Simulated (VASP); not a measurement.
# CsH (I4/mmm) in VASP: further runs

CsH is run at these levels: r2SCAN; tasks: single point.

Everything below comes from runs of VASP 6.6.1. Logs are shortened: lines on timing, memory, paths and dates and some standing lists are left out, and cuts for length are marked.

### 1 The cell of the first run

The structure is tetragonal, space group I4/mmm (No. 139). The conventional cell has a = 4.148 Å, b = 4.148 Å, c = 6.121 Å, α = 90.00°, β = 90.00°, γ = 90.00°. Within 3.9 Å of Cs (site symmetry 4/mmm) lie 6 H at 2.93 to 3.06 Å. Within 3.9 Å of H (site symmetry 4/mmm) lie 6 Cs at 2.93 to 3.06 Å.

### 2 Single point, r2SCAN (strain -0.080 along x and y, -0.040 along z)

Input file POSCAR:

```
CsH
1.0
    0.0000000000      2.9329600000      3.0604800000
    2.9329600000      0.0000000000      3.0604800000
    2.9329600000      2.9329600000      0.0000000000
Cs H
1 1
Direct
    0.0000000000      0.0000000000      0.0000000000
    0.5000000000      0.5000000000      0.5000000000
```

Input file INCAR.step1:

```
ALGO     = Normal         # electronic algorithm
EDIFF    = 1E-4           # SCF threshold, eV
ENCUT    = 520            # plane-wave cutoff, eV
GGA      = PE             # functional
ISMEAR   = 0              # smearing method
LASPH    = T              # aspherical terms in the spheres
LCHARG   = F              # write CHGCAR
LREAL    = F              # projectors in reciprocal space
LWAVE    = T              # write WAVECAR
NBANDS   = 12             # bands
NELM     = 60             # most SCF steps
PREC     = Accurate       # precision mode
SIGMA    = 0.05           # smearing width, eV
```

Input file INCAR.step2:

```
ALGO     = Normal         # electronic algorithm
EDIFF    = 1E-6           # SCF threshold, eV
ENCUT    = 520            # plane-wave cutoff, eV
ISIF     = 2              # what is computed and relaxed
ISMEAR   = 0              # smearing method
ISTART   = 1            
LASPH    = T              # aspherical terms in the spheres
LCHARG   = F              # write CHGCAR
LMIXTAU  = T            
LREAL    = F              # projectors in reciprocal space
LWAVE    = F              # write WAVECAR
METAGGA  = R2SCAN         # meta-GGA
NBANDS   = 12             # bands
NELM     = 60             # most SCF steps
PREC     = Accurate       # precision mode
SIGMA    = 0.05           # smearing width, eV
```

Input file KPOINTS:

```
k-points
0
Gamma
  6 6 6
```

Potentials or basis: VASP PAW PBE potentials, release 64 (Cs_sv, H).

Launch:

```
$ cat potpaw_PBE.64/Cs_sv/POTCAR potpaw_PBE.64/H/POTCAR > POTCAR
$ cp INCAR.step1 INCAR
$ mpirun -np 1 vasp_std > vasp.out
$ cp INCAR.step2 INCAR
$ mpirun -np 1 vasp_std > vasp.out
```

OUTCAR:

```text
EDIFF = 1E-6
   ENCUT = 520
   ISIF = 2
   ISMEAR = 0
   ISTART = 1
   LASPH = T
   LREAL = F
   METAGGA = R2SCAN
   NELM = 60
   PREC = Accurate

 ion  position               nearest neighbor table
   1  0.000  0.000  0.000-
   2  0.500  0.500  0.500-

  LATTYP: Found a body centered tetragonal cell.
 ALAT       =     4.1478318099
 C/A-ratio  =     1.4757011086

  Lattice vectors:

 A1 = (  -2.9329600000,   0.0000000000,   3.0604800000)
 A2 = (   2.9329600000,   0.0000000000,   3.0604800000)
 A3 = (   0.0000000000,   2.9329600000,  -3.0604800000)

Analysis of symmetry for initial positions (statically):
=====================================================================
 Subroutine PRICEL returns:
 Original cell was already a primitive cell.

 Routine SETGRP: Setting up the symmetry group for a
 body centered tetragonal supercell.

 Subroutine GETGRP returns: Found 16 space group operations
 (whereof 16 operations were pure point group operations)
 out of a pool of 16 trial point group operations.

The static configuration has the point symmetry D_4h.

Analysis of symmetry for dynamics (positions and initial velocities):
=====================================================================
 Subroutine PRICEL returns:
 Original cell was already a primitive cell.

 Routine SETGRP: Setting up the symmetry group for a
 body centered tetragonal supercell.

 Subroutine GETGRP returns: Found 16 space group operations
 (whereof 16 operations were pure point group operations)
 out of a pool of 16 trial point group operations.

The dynamic configuration has the point symmetry D_4h.

 Subroutine INISYM returns: Found 16 space group operations
 (whereof 16 operations are pure point group operations),
 and found     1 'primitive' translations

----------------------------------------------------------------------------------------

                                     Primitive cell

  volume of cell :      52.6541

  direct lattice vectors                    reciprocal lattice vectors
     0.000000000  2.932960000  3.060480000    -0.170476242  0.170476242  0.163373066
     2.932960000  0.000000000  3.060480000     0.170476242 -0.170476242  0.163373066
     2.932960000  2.932960000  0.000000000     0.170476242  0.170476242 -0.163373066

  length of vectors
     4.238961216  4.238961216  4.147831810     0.291230247  0.291230247  0.291230247

[... 86 lines left out ...]
   ISIF   =      2    stress and relaxation
   ISYM   =      2    0-nonsym 1-usesym 2-fastsym
   POTIM  = 0.5000    time-step for ionic-motion
   TEBEG  =    0.0;   TEEND  =   0.0 temperature during run
   PSTRESS=    0.0 pullay stress
   NELECT =      10.0000    total number of electrons
   NUPDOWN=      -1.0000    fix difference up-down
   EMIN   =  10.00;   EMAX   =-10.00  energy-range for DOS
   EFERMI =   0.00;   METHOD = LEGACY
   ISMEAR =     0;   SIGMA  =   0.05  broadening in eV -4-tet -1-fermi 0-gaus
   EFERMI_NEDOS =   21; number of points for ismear=-14 and -15
   IALGO  =     38    algorithm
   IMIX   =      4    mixing-type and parameters
     AMIX     =   0.40;   BMIX     =  1.00
     AMIX_MAG =   1.60;   BMIX_MAG =  1.00
  volume/ion in A,a.u.               =      26.33       177.66
  Fermi-wavevector in a.u.,A,eV,Ry     =   0.941017  1.778265 12.048141  0.885513
  Thomas-Fermi vector in A             =   2.068486
   LORBIT       =      0    0 simple, 1 ext, 2 COOP (PROOUT), +10 PAW based schemes
   METAGGA = R2SCAN    functional components
   LHFCALC =     F    Hartree Fock is set to
   AEXX    =    0.0000 exact exchange contribution
   IVDW    =     0    specifies the selected vdW correction
   LEPSILON=     F    determine dielectric tensor
   LRPA    =     F    only Hartree local field effects (RPA)
 non-spin polarized calculation
 Gauss-broadening in eV      SIGMA  =   0.05
  energy-cutoff  :      520.00
  volume of cell :       52.65
 maximum number of plane-waves:      1432
   NGX = 15   NGY = 15   NGZ = 15

 number of electron       9.9999999 magnetization

 Free energy of the ion-electron system (eV)
  ---------------------------------------------------
  ext. energy  EPLUGINS =         0.00000000
  ---------------------------------------------------
  free energy    TOTEN  =       -28.87414021 eV

  energy without entropy =      -28.87414021  energy(sigma->0) =      -28.87414021

 E-fermi :   1.2946     XC(G=0):  -8.4233

 val. band max:        1.0526359299   @ k =   0.5000   0.0000   0.0000
 cond. band min:       3.3815808334   @ k =   0.5000   0.0000   0.0000
 fundamental gap:      2.3289449036
 Fermi energy:         1.2945762874

 k-point     1 :       0.0000    0.0000    0.0000
  band No.  band energies     occupation
      1     -21.2541      2.00000
      2      -7.0843      2.00000
      3      -7.0225      2.00000
      4      -7.0225      2.00000
      5      -1.0637      2.00000
      6       6.4757      0.00000
      7       6.7196      0.00000
      8       6.7196      0.00000
      9       7.8323      0.00000
     10       9.0053      0.00000
     11       9.2569      0.00000
     12      10.4819      0.00000
[... 331 lines left out ...]
 k-point    24 :       0.5000   -0.0000    0.3333
  band No.  band energies     occupation
      1     -21.0188      2.00000
      2      -8.1820      2.00000
      3      -7.6532      2.00000
      4      -7.4743      2.00000
      5      -0.4065      2.00000
      6       4.3875      0.00000
      7       6.9209      0.00000
      8       8.3677      0.00000
      9       9.2305      0.00000
     10      10.8512      0.00000
     11      11.5003      0.00000
     12      12.2928      0.00000

 [... further k-points ...]

------------------------ aborting loop because EDIFF is reached ----------------------------------------

  FORCE on cell =-STRESS in cart. coord.  units (eV):
  Direction    XX          YY          ZZ          XY          YZ          ZX
  --------------------------------------------------------------------------------------
  -------------------------------------------------------------------------------------
  Total        1.2777600      1.2777600      0.5990264      0.0000000      0.0000000     -0.0000000
  in kB       38.8801618     38.8801618     18.2273987      0.0000000      0.0000000     -0.0000000
  external PRESSURE =      31.9959074 kB  Pullay stress =       0.0000000 kB

 VOLUME and BASIS-vectors are now :
 -----------------------------------------------------------------------------
  energy-cutoff  :      520.00
  volume of cell :       52.65
      direct lattice vectors                 reciprocal lattice vectors
     0.000000000  2.932960000  3.060480000    -0.170476242  0.170476242  0.163373066
     2.932960000  0.000000000  3.060480000     0.170476242 -0.170476242  0.163373066
     2.932960000  2.932960000  0.000000000     0.170476242  0.170476242 -0.163373066

 POSITION                                       TOTAL-FORCE (eV/Angst)
 -----------------------------------------------------------------------------------
      0.00000      0.00000      0.00000        -0.000000     -0.000000     -0.000000
      2.93296      2.93296      3.06048         0.000000      0.000000      0.000000
 -----------------------------------------------------------------------------------
    total drift:                                0.000000     -0.000000     -0.000000

  FREE ENERGIE OF THE ION-ELECTRON SYSTEM (eV)
  ---------------------------------------------------
  free  energy   TOTEN  =       -28.8741402099 eV

  energy  without entropy=      -28.8741402099  energy(sigma->0) =      -28.87414021
```

Run time: 42 s. Hardware: 1 thread of AMD EPYC 9R45 (Zen 5), shared host; peak memory 0.16 GiB.

Results:

- Free energy: -28.8741 eV
- Pressure: 3.2 GPa
- Band gap on the k mesh: 2.33 eV, direct

Stress tensor (GPa, compression positive):
```
3.89 0.00 0.00
0.00 3.89 0.00
0.00 0.00 1.82
```

Levels at points of the mesh, in eV from the valence-band top:
| k point | band 2 | band 3 | band 4 | band 5 | band 6 | band 7 | band 8 | band 9 |
| --- | --- | --- | --- | --- | --- | --- | --- | --- |
| (0.00, 0.00, 0.00) | -8.14 | -8.08 | -8.08 | -2.12 | 5.42 | 5.67 | 5.67 | 6.78 |
| (0.50, 0.00, 0.00) | -9.58 | -8.31 | -8.20 | 0.00 | 2.33 | 4.89 | 5.25 | 8.51 |
| (0.50, 0.50, 0.00) | -9.37 | -8.49 | -8.49 | -1.85 | 3.06 | 6.74 | 9.61 | 9.81 |
| (0.50, 0.00, 0.50) | -9.32 | -8.63 | -8.58 | -1.89 | 2.92 | 7.19 | 9.24 | 9.48 |

Caveat: the cell differs from its parent crystal (strain -0.080 along x and y, -0.040 along z); the PAW data sets were made with another functional, which shifts forces and pressure a little; spin-orbit coupling is left out, which moves the levels of the heavy elements. A k mesh can miss the band edges.

### 3 Single point, r2SCAN (strain -0.040 along x and y, +0.000 along z)

Input file POSCAR:

```
CsH
1.0
    0.0000000000      3.0604800000      3.1880000000
    3.0604800000      0.0000000000      3.1880000000
    3.0604800000      3.0604800000      0.0000000000
Cs H
1 1
Direct
    0.0000000000      0.0000000000      0.0000000000
    0.5000000000      0.5000000000      0.5000000000
```

Input file INCAR.step1:

```
SYSTEM = CsH
PREC     = Accurate       ! precision mode
ENCUT    = 520            ! plane-wave cutoff, eV
ISMEAR   = 0              ! smearing method
SIGMA    = 0.05           ! smearing width, eV
LREAL    = .False.        ! projectors in reciprocal space
LASPH    = .True.         ! aspherical terms in the spheres
NELM     = 100            ! most SCF steps
NBANDS   = 12             ! bands
GGA      = PE             ! functional
ALGO     = Normal         ! electronic algorithm
EDIFF    = 1E-4           ! SCF threshold, eV
LWAVE    = .True.         ! write WAVECAR
LCHARG   = .False.        ! write CHGCAR
```

Input file INCAR.step2:

```
SYSTEM = CsH
PREC     = Accurate       ! precision mode
ENCUT    = 520            ! plane-wave cutoff, eV
EDIFF    = 1E-7           ! SCF threshold, eV
ISMEAR   = 0              ! smearing method
SIGMA    = 0.05           ! smearing width, eV
LREAL    = .False.        ! projectors in reciprocal space
LASPH    = .True.         ! aspherical terms in the spheres
NELM     = 100            ! most SCF steps
ALGO     = Normal         ! electronic algorithm
ISIF     = 2              ! what is computed and relaxed
LWAVE    = .False.        ! write WAVECAR
LCHARG   = .False.        ! write CHGCAR
METAGGA  = R2SCAN         ! meta-GGA
LMIXTAU  = .True.       
NBANDS   = 12             ! bands
ISTART   = 1
```

Input file KPOINTS:

```
Automatic mesh
0
Gamma
  6 6 6
  0 0 0
```

Potentials or basis: VASP PAW PBE potentials, release 64 (Cs_sv, H).

Launch:

```
$ cat potpaw_PBE.64/Cs_sv/POTCAR potpaw_PBE.64/H/POTCAR > POTCAR
$ cp INCAR.step1 INCAR
$ mpirun -np 1 vasp_std > vasp.out
$ cp INCAR.step2 INCAR
$ mpirun -np 1 vasp_std > vasp.out
```

Wall time 67 s (1 thread of AMD EPYC 9R45 (Zen 5), shared host); peak memory 0.18 GiB.

Results (log left out):

* Free energy: -28.9658 eV
* Pressure: 1.0 GPa
* Band gap on the k mesh: 2.55 eV, direct

Stress tensor (GPa, compression positive):
```
1.45 0.00 0.00
0.00 1.45 0.00
0.00 0.00 0.21
```

Levels at points of the mesh, in eV from the valence-band top:
```tsv
k point	band 1	band 2	band 3	band 4	band 5	band 6	band 7	band 8	band 9	band 10
(0.00, 0.00, 0.00)	-22.13	-8.16	-8.10	-8.10	-1.83	5.53	5.74	5.74	6.44	7.68
(0.50, 0.00, 0.00)	-22.02	-9.18	-8.28	-8.19	0.00	2.55	5.05	5.36	8.06	9.01
(0.50, 0.50, 0.00)	-21.99	-9.04	-8.40	-8.40	-1.40	3.41	6.16	9.03	9.38	9.49
(0.50, 0.00, 0.50)	-21.98	-8.99	-8.50	-8.47	-1.41	3.28	6.56	8.77	9.00	9.44
```

Caveat: the cell differs from its parent crystal (strain -0.040 along x and y, +0.000 along z); the PAW data sets were made with another functional, which shifts forces and pressure a little; spin-orbit coupling is left out, which moves the levels of the heavy elements.

(Part 1 of 2 ends here.)
